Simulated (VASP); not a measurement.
# ScAl2N3 (Cmc2_1) in VASP: further runs, part 2 of 2

VASP 6.6.1. Earlier steps stand in the parts before.

### 3 Single point, PBEsol

This run uses another cell than the first one, of 11.48 Å³/atom.

Input file INCAR:

```
PREC = Accurate
ENCUT = 520
EDIFF = 1E-7
ISMEAR = 0
SIGMA = 0.02
LREAL = False
LASPH = True
NELM = 100
ALGO = Normal
ISIF = 2
LWAVE = False
LCHARG = False
GGA = PS
NBANDS = 44
```

Input file KPOINTS:

```
regular mesh
0
Gamma
  6 6 6
```

Input file POSCAR:

```
ScAl2N3
1.0
    4.9170019757     -2.8285455594      0.0000000000
    4.9170019757      2.8285455594      0.0000000000
    0.0000000000      0.0000000000      4.9504506604
Al Sc N
4 2 6
Direct
    0.0064802409      0.3357295594      0.9875156029
    0.6642704406      0.9935197591      0.9875156029
    0.9935197591      0.6642704406      0.4875156029
    0.3357295594      0.0064802409      0.4875156029
    0.3224265025      0.6775734975      0.9697124529
    0.6775734975      0.3224265025      0.4697124529
    0.0288012688      0.3323453952      0.3692566914
    0.6676546048      0.9711987312      0.3692566914
    0.9711987312      0.6676546048      0.8692566914
    0.3323453952      0.0288012688      0.8692566914
    0.3098344291      0.6901655709      0.4047429288
    0.6901655709      0.3098344291      0.9047429288
```

Potentials or basis: VASP PAW PBE potentials, release 64 (Al, Sc_sv, N).

On the command line:

```bash
> cat potpaw_PBE.64/Al/POTCAR potpaw_PBE.64/Sc_sv/POTCAR potpaw_PBE.64/N/POTCAR > POTCAR
> mpirun -np 1 vasp_std > vasp.out
```

OUTCAR:

```text
PREC = Accurate
   ENCUT = 520
   EDIFF = 1E-7
   ISMEAR = 0
   LREAL = False
   LASPH = True
   NELM = 100
   ISIF = 2
   GGA = PS

 ion  position               nearest neighbor table
   1  0.006  0.336  0.988-   9 1.88  10 1.89   7 1.89  12 1.92   6 3.05   3 3.08   3 3.08   4 3.10
                             4 3.10   6 3.19   2 3.23   2 3.23   5 3.23   5 3.24   5 3.36
   2  0.664  0.994  0.988-  10 1.88   9 1.89   8 1.89  12 1.92   6 3.05   4 3.08   4 3.08   3 3.10
                             3 3.10   6 3.19   1 3.23   1 3.23   5 3.23   5 3.24   5 3.36
   3  0.994  0.664  0.488-   7 1.88   8 1.89   9 1.89  11 1.92   5 3.05   1 3.08   1 3.08   2 3.10
                             2 3.10   5 3.19   4 3.23   4 3.23   6 3.23   6 3.24   6 3.36
   4  0.336  0.006  0.488-   8 1.88   7 1.89  10 1.89  11 1.92   5 3.05   2 3.08   2 3.08   1 3.10
                             1 3.10   5 3.19   3 3.23   3 3.23   6 3.23   6 3.24   6 3.36
   5  0.322  0.678  0.970-   9 2.08  10 2.08  12 2.11  11 2.15   3 3.05   4 3.05   6 3.19   6 3.19
                             3 3.19   4 3.19   1 3.23   2 3.23   2 3.24   1 3.24   2 3.36   1 3.36
   6  0.678  0.322  0.470-   7 2.08   8 2.08  11 2.11  12 2.15   1 3.05   2 3.05   5 3.19   5 3.19
                             1 3.19   2 3.19   4 3.23   3 3.23   4 3.24   3 3.24   4 3.36   3 3.36
   7  0.029  0.332  0.369-   3 1.88   4 1.89   1 1.89   6 2.08
[... 1353 lines left out ...]
  Direction    XX          YY          ZZ          XY          YZ          ZX
  --------------------------------------------------------------------------------------
  -------------------------------------------------------------------------------------
  Total        0.2279199      0.2419049      0.2354104      0.0000000      0.0000000      0.0000000
  in kB        2.6518836      2.8146017      2.7390377      0.0000000      0.0000000      0.0000000
  external PRESSURE =       2.7351743 kB  Pullay stress =       0.0000000 kB

 VOLUME and BASIS-vectors are now :
 -----------------------------------------------------------------------------
  energy-cutoff  :      520.00
  volume of cell :      137.70
      direct lattice vectors                 reciprocal lattice vectors
     4.917001976 -2.828545559  0.000000000     0.101687980 -0.176769293  0.000000000
     4.917001976  2.828545559  0.000000000     0.101687980  0.176769293  0.000000000
     0.000000000  0.000000000  4.950450660     0.000000000  0.000000000  0.202001811

 POSITION                                       TOTAL-FORCE (eV/Angst)
 -----------------------------------------------------------------------------------
      1.68265      0.93130      4.88865        -0.004449      0.000046     -0.006044
      8.15136      0.93130      4.88865         0.004449      0.000046     -0.006044
      8.15136     -0.93130      2.41342         0.004449     -0.000046     -0.006044
      1.68265     -0.93130      2.41342        -0.004449     -0.000046     -0.006044
      4.91700      1.00455      4.80051         0.000000      0.004369     -0.005752
      4.91700     -1.00455      2.32529         0.000000     -0.004369     -0.005752
      1.77576      0.85859      1.82799         0.042893     -0.023806     -0.005682
      8.05825      0.85859      1.82799        -0.042893     -0.023806     -0.005682
      8.05825     -0.85859      4.30321        -0.042893      0.023806     -0.005682
      1.77576     -0.85859      4.30321         0.042893      0.023806     -0.005682
      4.91700      1.07578      2.00366         0.000000      0.050969      0.029204
      4.91700     -1.07578      4.47889         0.000000     -0.050969      0.029204
 -----------------------------------------------------------------------------------
    total drift:                               -0.000000     -0.000000      0.000309

  FREE ENERGIE OF THE ION-ELECTRON SYSTEM (eV)
  ---------------------------------------------------
  free  energy   TOTEN  =       -99.7215612754 eV

  energy  without entropy=      -99.7215612754  energy(sigma->0) =      -99.72156128
```

stdout:

```text
POSCAR found type information on POSCAR AlScN
 POSCAR found :  3 types and      12 ions
 scaLAPACK will be used
 -----------------------------------------------------------------------------
|                                                                             |
|                                                                             |
|     You enforced a specific xc type in the INCAR file but a different       |
|     I HOPE YOU KNOW WHAT YOU ARE DOING!                                     |
|                                                                             |
 -----------------------------------------------------------------------------

 LDA part: xc-table for (Slater+PW92), standard interpolation
 POSCAR, INCAR and KPOINTS ok, starting setup
 FFT: planning ... GRIDC
 FFT: planning ... GRID_SOFT
 FFT: planning ... GRID
 WAVECAR not read
 entering main loop
```

Run time: 6.9 min. Hardware: 1 thread of Oxide Virtual Turin-like, shared host; peak memory 0.38 GiB.

What came out:

```yaml
Free_energy: -99.7216 eV
Pressure: 0.3 GPa
Largest_force: 0.059 eV/Å
Band_gap_on_the_k_mesh: 2.86 eV
```

Forces in eV/Å, atoms in the order of the input:
```
Al  -0.004  0.000 -0.006
Al   0.004  0.000 -0.006
Al   0.004  0.000 -0.006
Al  -0.004  0.000 -0.006
Sc   0.000  0.004 -0.006
Sc   0.000 -0.004 -0.006
N    0.043 -0.024 -0.006
N   -0.043 -0.024 -0.006
N   -0.043  0.024 -0.006
N    0.043  0.024 -0.006
N    0.000  0.051  0.029
N    0.000 -0.051  0.029
```

Caveat: the PAW data sets were made with another functional, which shifts forces and pressure a little.

### 4 Relaxation of cell and atoms, PBEsol

This run uses another cell than the first one, of 12.98 Å³/atom.

Input file INCAR:

```
SYSTEM = ScAl2N3
  ALGO = Normal
  EDIFF = 1E-6
  EDIFFG = -0.05
  ENCUT = 600
  GGA = PS
  IBRION = 2
  ISIF = 3
  ISMEAR = 0
  LASPH = .True.
  LCHARG = .False.
  LREAL = .False.
  LWAVE = .False.
  NELM = 60
  NSW = 80
  PREC = Accurate
  SIGMA = 0.1
```

Input file KPOINTS:

```
k-points
0
Gamma
  4 4 4
  0 0 0
```

Input file POSCAR:

```
ScAl2N3
1.0
    5.0243427470     -2.8892872457      0.0000000000
    5.0243427470      2.8892872457      0.0000000000
    0.0000000000      0.0000000000      5.3629474943
Al Sc N
4 2 6
Direct
    0.0079566442      0.3350048699      0.9916587928
    0.6649951301      0.9920433558      0.9916587928
    0.9920433558      0.6649951301      0.4916587928
    0.3350048699      0.0079566442      0.4916587928
    0.3221647647      0.6778352353      0.9871632744
    0.6778352353      0.3221647647      0.4871632744
    0.0353888591      0.3333966182      0.3562396737
    0.6666033818      0.9646111409      0.3562396737
    0.9646111409      0.6666033818      0.8562396737
    0.3333966182      0.0353888591      0.8562396737
    0.2999935029      0.7000064971      0.4050397627
    0.7000064971      0.2999935029      0.9050397627
```

Potentials or basis: VASP PAW PBE potentials, release 64 (Al, Sc_sv, N).

On the command line:

```bash
> cat potpaw_PBE.64/Al/POTCAR potpaw_PBE.64/Sc_sv/POTCAR potpaw_PBE.64/N/POTCAR > POTCAR
> mpirun -np 1 vasp_std > vasp.out
```

OUTCAR:

```text
SYSTEM = ScAl2N3
   EDIFF = 1E-6
   EDIFFG = -0.05
   ENCUT = 600
   GGA = PS
   IBRION = 2
   ISIF = 3
   ISMEAR = 0
   LASPH = .True.
   LREAL = .False.
   NELM = 60
   NSW = 80
   PREC = Accurate

 ion  position               nearest neighbor table
   1  0.008  0.335  0.992-   9 1.95  10 1.95  12 1.95   7 1.96   3 3.27   3 3.27   4 3.28   4 3.28
                             2 3.29   2 3.29   5 3.29   6 3.30   5 3.30   6 3.34
   2  0.665  0.992  0.992-  10 1.95   9 1.95  12 1.95   8 1.96   4 3.27   4 3.27   3 3.28   3 3.28
                             1 3.29   1 3.29   5 3.29   6 3.30   5 3.30   6 3.34
   3  0.992  0.665  0.492-   7 1.95   8 1.95  11 1.95   9 1.96   1 3.27   1 3.27   2 3.28   2 3.28
                             4 3.29   4 3.29   6 3.29   5 3.30   6 3.30   5 3.34
   4  0.335  0.008  0.492-   8 1.95   7 1.95  11 1.95  10 1.96   2 3.27   2 3.27   1 3.28   1 3.28
                             3 3.29   3 3.29   6 3.29   5 3.30   6 3.30   5 3.34
   5  0.322  0.678  0.987-   9 2.22  10 2.22  12 2.23  11 2.24   1 3.29   2 3.29   4 3.30   3 3.30
                             2 3.30   1 3.30   4 3.34   3 3.34   6 3.38   6 3.38
   6  0.678  0.322  0.487-   7 2.22   8 2.22  11 2.23  12 2.24   4 3.29   3 3.29   2 3.30   1 3.30
                             4 3.30   3 3.30   2 3.34   1 3.34   5 3.38   5 3.38
   7  0.035  0.333  0.356-   3 1.95   4 1.95   1 1.96   6 2.22
   8  0.667  0.965  0.356-   4 1.95   3 1.95   2 1.96   6 2.22
   9  0.965  0.667  0.856-   1 1.95   2 1.95   3 1.96   5 2.22
  10  0.333  0.035  0.856-   2 1.95   1 1.95   4 1.96   5 2.22
  11  0.300  0.700  0.405-   3 1.95   4 1.95   6 2.23   5 2.24
  12  0.700  0.300  0.905-   1 1.95   2 1.95   5 2.23   6 2.24

  LATTYP: Found a base centered orthorhombic cell.
 ALAT       =     5.7785744914
 B/A-ratio  =     1.7389557769
 C/A-ratio  =     0.9280744762

  Lattice vectors:

 A1 = (  -5.0243427470,  -2.8892872457,   0.0000000000)
 A2 = (   5.0243427470,  -2.8892872457,   0.0000000000)
 A3 = (   0.0000000000,   0.0000000000,   5.3629474943)

Analysis of symmetry for initial positions (statically):
=====================================================================
 Subroutine PRICEL returns:
 Original cell was already a primitive cell.

[... 165 lines left out ...]
   LHFCALC =     F    Hartree Fock is set to
   AEXX    =    0.0000 exact exchange contribution
   IVDW    =     0    specifies the selected vdW correction
   LEPSILON=     F    determine dielectric tensor
   LRPA    =     F    only Hartree local field effects (RPA)
 conjugate gradient relaxation of ions
 non-spin polarized calculation
 Gauss-broadening in eV      SIGMA  =   0.10
  energy-cutoff  :      600.00
  volume of cell :      155.71
 maximum number of plane-waves:      5219
 NGX is ok and might be reduce to    48
   NGX = 23   NGY = 23   NGZ = 21

--------------------------------------- Ionic step        1  -------------------------------------------

 number of electron      63.9999995 magnetization

 Free energy of the ion-electron system (eV)
  ---------------------------------------------------
  ext. energy  EPLUGINS =         0.00000000
  ---------------------------------------------------
  free energy    TOTEN  =       -98.50487523 eV

  energy without entropy =      -98.50487523  energy(sigma->0) =      -98.50487523

------------------------ aborting loop because EDIFF is reached ----------------------------------------

  FORCE on cell =-STRESS in cart. coord.  units (eV):
  Direction    XX          YY          ZZ          XY          YZ          ZX
  --------------------------------------------------------------------------------------
  -------------------------------------------------------------------------------------
  Total      -14.9996308    -15.1882630    -19.2118907      0.0000000      0.0000000      0.0000000
  in kB     -154.3432469   -156.2842357   -197.6865722      0.0000000      0.0000000      0.0000000
  external PRESSURE =    -169.4380182 kB  Pullay stress =       0.0000000 kB
[... 119 lines left out ...]
  FREE ENERGIE OF THE ION-ELECTRON SYSTEM (eV)
  ---------------------------------------------------
  free  energy   TOTEN  =       -99.6060312373 eV

  energy  without entropy=      -99.6060312373  energy(sigma->0) =      -99.60603124

[... ionic steps 4 to 8 ...]

--------------------------------------- Ionic step        9  -------------------------------------------

 number of electron      64.0000005 magnetization

------------------------ aborting loop because EDIFF is reached ----------------------------------------
[... 87 lines left out ...]
--------------------------------------- Ionic step       11  -------------------------------------------

 number of electron      64.0000003 magnetization

 Free energy of the ion-electron system (eV)
  ---------------------------------------------------
  ext. energy  EPLUGINS =         0.00000000
  ---------------------------------------------------
  free energy    TOTEN  =       -99.75561336 eV

  energy without entropy =      -99.75561336  energy(sigma->0) =      -99.75561336

 E-fermi :   5.3610     XC(G=0): -11.0609

 val. band max:        4.9076401350   @ k =   0.0000   0.0000   0.0000
 cond. band min:       7.7938917391   @ k =   0.0000   0.0000   0.0000
 fundamental gap:      2.8862516041
 Fermi energy:         5.3609769292

 k-point     1 :       0.0000    0.0000    0.0000
  band No.  band energies     occupation
      1     -42.1911      2.00000
      2     -42.1595      2.00000
      3     -21.1065      2.00000
      4     -21.0689      2.00000
      5     -21.0337      2.00000
      6     -21.0010      2.00000
[... 910 lines left out ...]
  FREE ENERGIE OF THE ION-ELECTRON SYSTEM (eV)
  ---------------------------------------------------
  free  energy   TOTEN  =       -99.7556133618 eV

  energy  without entropy=      -99.7556133618  energy(sigma->0) =      -99.75561336

 reached required accuracy - stopping structural energy minimisation
```

CONTCAR:

```text
ScAl2N3
   1.00000000000000
     4.9126736348280531   -2.8275358510747126    0.0000000000000000
     4.9126736348280531    2.8275358510747126    0.0000000000000000
     0.0000000000000000    0.0000000000000000    4.9600348628864177
  Al              Sc              N
     4     2     6
Direct
     0.0063983828898020    0.3359744451678270    0.9879381033967221
     0.6640255548321731    0.9936016171101978    0.9879381033967221
     0.9936016171101978    0.6640255548321731    0.4879381033967221
     0.3359744451678270    0.0063983828898020    0.4879381033967221
     0.3220920807809195    0.6779079192190807    0.9707250674726460
     0.6779079192190807    0.3220920807809195    0.4707250674726461
     0.0295653243562630    0.3319956178795511    0.3685515411196778
     0.6680043821204490    0.9704346756437370    0.3685515411196778
     0.9704346756437370    0.6680043821204490    0.8685515411196777
     0.3319956178795511    0.0295653243562630    0.8685515411196777
     0.3090999259498785    0.6909000740501214    0.4042956135945616
     0.6909000740501214    0.3090999259498785    0.9042956135945618

  0.00000000E+00  0.00000000E+00  0.00000000E+00
  0.00000000E+00  0.00000000E+00  0.00000000E+00
  0.00000000E+00  0.00000000E+00  0.00000000E+00
  0.00000000E+00  0.00000000E+00  0.00000000E+00
  0.00000000E+00  0.00000000E+00  0.00000000E+00
  0.00000000E+00  0.00000000E+00  0.00000000E+00
  0.00000000E+00  0.00000000E+00  0.00000000E+00
  0.00000000E+00  0.00000000E+00  0.00000000E+00
  0.00000000E+00  0.00000000E+00  0.00000000E+00
  0.00000000E+00  0.00000000E+00  0.00000000E+00
  0.00000000E+00  0.00000000E+00  0.00000000E+00
  0.00000000E+00  0.00000000E+00  0.00000000E+00
```

It took 21 min on 1 thread of Oxide Virtual Turin-like, shared host; peak memory 0.4 GiB.

Results:

- Free energy: -99.7556 eV
- Relaxed volume: 11.48 Å³/atom
- Relaxed cell: a = 5.668 Å, b = 5.668 Å, c = 4.960 Å, α = 90.00°, β = 90.00°, γ = 59.85°
- Space group after relaxing (to 0.1 Å): Cmc2_1 (No. 36)
- Energy gained by relaxing: 104.2 meV/atom
- Ionic steps: 11
- Pressure after relaxing: 0.1 GPa
- Largest force after relaxing: 0.048 eV/Å
- Band gap on the k mesh: 2.89 eV

Forces on the atoms (eV/Å):
```
Al  -0.005 -0.006 -0.022
Al   0.005 -0.006 -0.022
Al   0.005  0.006 -0.022
Al  -0.005  0.006 -0.022
Sc   0.000 -0.015 -0.032
Sc   0.000  0.015 -0.032
N    0.013  0.015  0.021
N   -0.013  0.015  0.021
N   -0.013 -0.015  0.021
N    0.013 -0.015  0.021
N    0.000 -0.033  0.034
N    0.000  0.033  0.034
```

Stress tensor (GPa, compression positive):
```
0.12 0.00 0.00
0.00 0.02 0.00
0.00 0.00 0.13
```

Step by step:
```tsv
step	energy change (eV)	largest force (eV/Å)	pressure (GPa)	volume (Å³)
1	0.0000	0.8411	-16.94	155.71
2	-0.4843	0.4891	19.55	126.77
3	-1.1012	0.5478	0.62	138.12
4	-1.1012	0.5387	1.07	137.78
5	-1.1902	0.2761	0.68	137.97
6	-1.2126	0.2699	0.41	138.12
7	-1.2341	0.1503	-0.77	138.80
8	-1.2349	0.1504	-1.06	138.96
9	-1.2457	0.1400	0.45	137.64
10	-1.2457	0.1411	0.48	137.62
11	-1.2507	0.0476	0.09	137.80
```

Final structure:
```
Al Sc N
1.0
     4.91267   -2.82754    0.00000
     4.91267    2.82754    0.00000
     0.00000    0.00000    4.96003
Al Sc N
4 2 6
Direct
  0.00640 0.33597 0.98794
  0.66403 0.99360 0.98794
  0.99360 0.66403 0.48794
  0.33597 0.00640 0.48794
  0.32209 0.67791 0.97072
  0.67791 0.32209 0.47073
  0.02957 0.33200 0.36855
  0.66800 0.97043 0.36855
  0.97043 0.66800 0.86855
  0.33200 0.02957 0.86855
  0.30910 0.69090 0.40430
  0.69090 0.30910 0.90430
```

Caveat: the PAW data sets were made with another functional, which shifts forces and pressure a little; the relaxation stopped at a loose force limit of 0.05 eV/Å, so its end isn't a converged minimum. A k mesh can miss the band edges.

### 5 Summary

```tsv
task	cell	k mesh	cutoff (eV)	smearing	gap on the mesh (eV)	pressure (GPa)	largest force (eV/Å)
single point	a = 5.674, b = 5.674, c = 4.960 Å, angles 90.0, 90.0, 59.8°, 12 atoms, atomic positions A	4 × 4 × 4	520	gaussian 0.1 eV	2.88	-0.1	0.06
single point	a = 5.673, b = 5.673, c = 4.950 Å, angles 90.0, 90.0, 59.8°, 12 atoms, atomic positions B	6 × 6 × 6	520	gaussian 0.02 eV	2.86	0.3	0.06
relaxation of cell and atoms	relaxed from a = 5.796, b = 5.796, c = 5.363 Å, angles 90.0, 90.0, 59.8°, 12 atoms, atomic positions C	4 × 4 × 4	600	gaussian 0.1 eV	2.89	0.1	0.05
```

Alike in all rows: level PBEsol; potentials or basis VASP PAW PBE potentials, release 64 (Al, Sc_sv, N); no spin polarisation.

Caveats: the PAW data sets were made with another functional, which shifts forces and pressure a little; the relaxation stopped at a loose force limit of 0.05 eV/Å, so its end isn't a converged minimum (at least some runs).

Total energies depend on the potentials used, so only differences within one code and one set of settings carry meaning.
